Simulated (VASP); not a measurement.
# C (Fmmm) in VASP: a series of runs, part 2 of 2

VASP 6.6.1. The steps go on from the part before.

**3. Phonons, PBE+D3(BJ) (8.76 Å³/atom)**

This run uses another cell than the first one, of 8.76 Å³/atom.

INCAR reads:

```
PREC = Accurate ; ENCUT = 520
EDIFF = 1E-8 ; ISMEAR = 0
SIGMA = 0.02 ; LREAL = F
LASPH = T ; NELM = 60
ALGO = Normal ; ISIF = 2
LWAVE = F ; LCHARG = F
GGA = PE ; IVDW = 12
NBANDS = 11 ; IBRION = 6
NFREE = 2 ; POTIM = 0.015
NSW = 1
```

KPOINTS reads:

```
Automatic mesh
0
Gamma
  18 18 18
```

POSCAR reads:

```
C
1.0
    0.0000000000      2.1327587224      3.3324440520
    1.2320960585      0.0000000000      3.3324440520
    1.2320960585      2.1327587224      0.0000000000
C
2
Direct
    0.1666950801      0.8333049199      0.1666950801
    0.8333049199      0.1666950801      0.8333049199
```

Potentials or basis: VASP PAW PBE potentials, release 64 (C).

Started as:

```bash
> cat potpaw_PBE.64/C/POTCAR > POTCAR
> mpirun -np 1 vasp_std > vasp.out
```

OUTCAR:

```text
PREC = Accurate
   ENCUT = 520
   EDIFF = 1E-8
   ISMEAR = 0
   LREAL = F
   LASPH = T
   NELM = 60
   ISIF = 2
   GGA = PE
   IVDW = 12
   IBRION = 6
   NFREE = 2
   POTIM = 0.015
   NSW = 1
 IVDW          = 12

 ion  position               nearest neighbor table
   1  0.167  0.833  0.167-   2 1.42   2 1.42   2 1.42
   2  0.833  0.167  0.833-   1 1.42   1 1.42   1 1.42

  LATTYP: Found a face centered orthorhombic cell.
 ALAT       =     2.4641921170
 B/A-ratio  =     1.7310003613
 C/A-ratio  =     2.7046950025

  Lattice vectors:

 A1 = (   0.0000000000,   2.1327587224,   3.3324440520)
 A2 = (   1.2320960585,   0.0000000000,   3.3324440520)
 A3 = (   1.2320960585,   2.1327587224,   0.0000000000)

Analysis of symmetry for initial positions (statically):
=====================================================================
 Subroutine PRICEL returns:
 Original cell was already a primitive cell.

 Routine SETGRP: Setting up the symmetry group for a
 face centered orthorhombic supercell.

 Subroutine GETGRP returns: Found  8 space group operations
 (whereof  8 operations were pure point group operations)
 out of a pool of  8 trial point group operations.

The static configuration has the point symmetry D_2h.

Analysis of symmetry for dynamics (positions and initial velocities):
=====================================================================
 Subroutine PRICEL returns:
 Original cell was already a primitive cell.

 Routine SETGRP: Setting up the symmetry group for a
 face centered orthorhombic supercell.

 Subroutine GETGRP returns: Found  8 space group operations
 (whereof  8 operations were pure point group operations)
 out of a pool of  8 trial point group operations.

The dynamic configuration has the point symmetry D_2h.

 Subroutine INISYM returns: Found  8 space group operations
[... 392 lines left out ...]
  ---------------------------------------------------
  free energy    TOTEN  =       -18.41410337 eV

  energy without entropy =      -18.41410319  energy(sigma->0) =      -18.41410328

 E-fermi :   4.7508     XC(G=0): -10.3718

 val. band max:        4.7084999853   @ k =  -0.2778   0.0556   0.3333
 cond. band min:       4.7931129153   @ k =  -0.2222   0.1111   0.3333
 fundamental gap:      0.0846129300
 Fermi energy:         4.7508064639

 k-point     1 :       0.0000    0.0000    0.0000
  band No.  band energies     occupation
      1     -14.9228      2.00000
      2      -1.7685      2.00000
      3       1.7452      2.00000
      4       1.7629      2.00000
      5       9.0824      0.00000
      6      13.0952      0.00000
      7      13.1650      0.00000
      8      16.1663      0.00000
      9      17.4158      0.00000
     10      27.4181      0.00000
     11      30.6089      0.00000
[... 309 lines left out ...]
 k-point    24 :      -0.2222    0.0556    0.0000
  band No.  band energies     occupation
      1     -13.0790      2.00000
      2      -3.3372      2.00000
      3      -0.5342      2.00000
      4       0.0950      2.00000
      5      10.7917      0.00000
      6      11.7258      0.00000
      7      12.8141      0.00000
      8      19.1444      0.00000
      9      20.8821      0.00000
     10      23.1162      0.00000
     11      28.0159      0.00000

 [... further k-points ...]

------------------------ aborting loop because EDIFF is reached ----------------------------------------

 Edisp (eV)   -0.31524

 E8    (eV) :    -0.0894
[... 25 lines left out ...]
  FREE ENERGIE OF THE ION-ELECTRON SYSTEM (eV)
  ---------------------------------------------------
  free  energy   TOTEN  =       -18.7293410528 eV

  energy  without entropy=      -18.7293408764  energy(sigma->0) =      -18.72934096

 INTERNAL STRAIN TENSORS FROM DISPLACED ATOMS
 ============================================

 INTERNAL STRAIN TENSOR FOR ION    1 for displacements in x,y,z  (eV/Angst):
          X           Y           Z          XY          YZ          ZX
  --------------------------------------------------------------------------------
  x     0.00000     0.00000     0.00000    10.81518     0.00000     0.00000
  y    11.40565   -11.49958    -0.03951     0.00000     0.00000     0.00000
  z     0.00000     0.00000     0.00000     0.00000    -0.20954     0.00000

 INTERNAL STRAIN TENSOR FOR ION    2 for displacements in x,y,z  (eV/Angst):
          X           Y           Z          XY          YZ          ZX
  --------------------------------------------------------------------------------
  x    -0.00000    -0.00000     0.00000   -10.81518     0.00000     0.00000
  y   -11.40565    11.49958     0.03951     0.00000     0.00000     0.00000
  z     0.00000     0.00000     0.00000     0.00000     0.20954     0.00000

 Eigenvectors and eigenvalues of the dynamical matrix
 ----------------------------------------------------

   1 f  =   46.820524 THz   294.182027 2PiTHz 1561.764563 cm-1   193.634040 meV
             X         Y         Z           dx          dy          dz
      1.232096  0.711041  3.332444     0.000000    0.707107    0.000000
      1.232096  3.554477  3.332444     0.000000   -0.707107    0.000000
[... 21 lines left out ...]
   6 f  =    0.000000 THz     0.000000 2PiTHz    0.000000 cm-1     0.000000 meV
             X         Y         Z           dx          dy          dz
      1.232096  0.711041  3.332444     0.000000   -0.707107    0.000000
      1.232096  3.554477  3.332444     0.000000   -0.707107    0.000000

 ELASTIC MODULI CONTR FROM IONIC RELAXATION (kBar)
 Direction    XX          YY          ZZ          XY          YZ          ZX
 --------------------------------------------------------------------------------
 XX        -220.9283    222.7478      0.7652     -0.0000     -0.0000      0.0000
 YY         222.7478   -224.5823     -0.7715      0.0000      0.0000      0.0000
 ZZ           0.7652     -0.7715     -0.0027      0.0000      0.0000      0.0000
 XY          -0.0000      0.0000      0.0000   -201.1165     -0.0000      0.0000
 YZ          -0.0000      0.0000      0.0000     -0.0000     -0.2435      0.0000
 ZX           0.0000      0.0000      0.0000      0.0000      0.0000      0.0000
 --------------------------------------------------------------------------------
```

It took 8.3 min on 1 thread of Intel Xeon 6975P-C (Granite Rapids), shared host; peak memory 0.6 GiB.

What came out:

```
Highest phonon frequency at Γ : 1562 cm⁻¹
Dispersion energy per atom    : -0.158 eV
```

Phonon frequencies in cm⁻¹ (negative: imaginary):
| q point | frequencies |
| --- | --- |
| (0.000, 0.000, 0.000) | 0 0 0 864 1552 1562 |

Caveat: the cell stands under pressure or tension, which shifts response properties.

**4. Phonons, PBE+D3(BJ)**

This run uses another cell than the first one, of 8.94 Å³/atom.

INCAR reads:

```
ALGO     = Normal         # electronic algorithm
EDIFF    = 1E-8           # SCF threshold, eV
ENCUT    = 520            # plane-wave cutoff, eV
GGA      = PE             # functional
IBRION   = 6              # ionic algorithm
ISIF     = 2              # what is computed and relaxed
ISMEAR   = 0              # smearing method
IVDW     = 12             # dispersion correction
LASPH    = True           # aspherical terms in the spheres
LCHARG   = False          # write CHGCAR
LREAL    = False          # projectors in reciprocal space
LWAVE    = False          # write WAVECAR
NBANDS   = 11             # bands
NELM     = 80             # most SCF steps
NFREE    = 2            
NSW      = 1              # ionic steps
POTIM    = 0.015          # step
PREC     = Accurate       # precision mode
SIGMA    = 0.02           # smearing width, eV
```

KPOINTS reads:

```
k-points
0
Gamma
  18 18 18
```

POSCAR reads:

```
C
1.0
    0.0000000000      2.1341341543      3.3964014555
    1.2327708360      0.0000000000      3.3964014555
    1.2327708360      2.1341341543      0.0000000000
C
2
Direct
    0.1666910991      0.8333089009      0.1666910991
    0.8333089009      0.1666910991      0.8333089009
```

Potentials or basis: VASP PAW PBE potentials, release 64 (C).

Started as:

```bash
> cat potpaw_PBE.64/C/POTCAR > POTCAR
> mpirun -np 1 vasp_std > vasp.out
```

OUTCAR:

```text
EDIFF = 1E-8
   ENCUT = 520
   GGA = PE
   IBRION = 6
   ISIF = 2
   ISMEAR = 0
   IVDW = 12
   LASPH = True
   LREAL = False
   NELM = 80
   NFREE = 2
   NSW = 1
   POTIM = 0.015
   PREC = Accurate
 IVDW          = 12

 ion  position               nearest neighbor table
   1  0.167  0.833  0.167-   2 1.42   2 1.42   2 1.42
   2  0.833  0.167  0.833-   1 1.42   1 1.42   1 1.42
[... 825 lines left out ...]
  x     0.00000     0.00000     0.00000    10.48994     0.00000     0.00000
  y    11.26956   -11.35291    -0.03391     0.00000     0.00000     0.00000
  z     0.00000     0.00000     0.00000     0.00000    -0.18108     0.00000

 INTERNAL STRAIN TENSOR FOR ION    2 for displacements in x,y,z  (eV/Angst):
          X           Y           Z          XY          YZ          ZX
  --------------------------------------------------------------------------------
  x    -0.00000    -0.00000     0.00000   -10.48994     0.00000     0.00000
  y   -11.26956    11.35291     0.03391     0.00000     0.00000     0.00000
  z     0.00000     0.00000     0.00000     0.00000     0.18108     0.00000

 Eigenvectors and eigenvalues of the dynamical matrix
 ----------------------------------------------------

   1 f  =   46.719910 THz   293.549851 2PiTHz 1558.408444 cm-1   193.217935 meV
             X         Y         Z           dx          dy          dz
      1.232771  0.711482  3.396401     0.000000    0.707107    0.000000
      1.232771  3.556786  3.396401     0.000000   -0.707107    0.000000
[... 21 lines left out ...]
   6 f  =    0.000000 THz     0.000000 2PiTHz    0.000000 cm-1     0.000000 meV
             X         Y         Z           dx          dy          dz
      1.232771  0.711482  3.396401     0.000000   -0.707107    0.000000
      1.232771  3.556786  3.396401     0.000000   -0.707107    0.000000

 ELASTIC MODULI CONTR FROM IONIC RELAXATION (kBar)
 Direction    XX          YY          ZZ          XY          YZ          ZX
 --------------------------------------------------------------------------------
 XX        -212.2850    213.8552      0.6388     -0.0000      0.0000      0.0000
 YY         213.8552   -215.4371     -0.6435      0.0000     -0.0000      0.0000
 ZZ           0.6388     -0.6435     -0.0019      0.0000     -0.0000      0.0000
 XY          -0.0000      0.0000      0.0000   -186.8801     -0.0000      0.0000
 YZ           0.0000     -0.0000     -0.0000     -0.0000     -0.1779      0.0000
 ZX           0.0000      0.0000      0.0000      0.0000      0.0000      0.0000
 --------------------------------------------------------------------------------
```

Wall time 13 min (1 thread of Intel Xeon 6975P-C (Granite Rapids), shared host); peak memory 0.6 GiB.

Results:

| Quantity | Value |
| --- | --- |
| Highest phonon frequency at Γ | 1558 cm⁻¹ |
| Dispersion energy per atom | -0.154 eV |

Phonon frequencies in cm⁻¹ (negative: imaginary):
```tsv
q point	frequencies
(0.000, 0.000, 0.000)	0 0 0 865 1546 1558
```
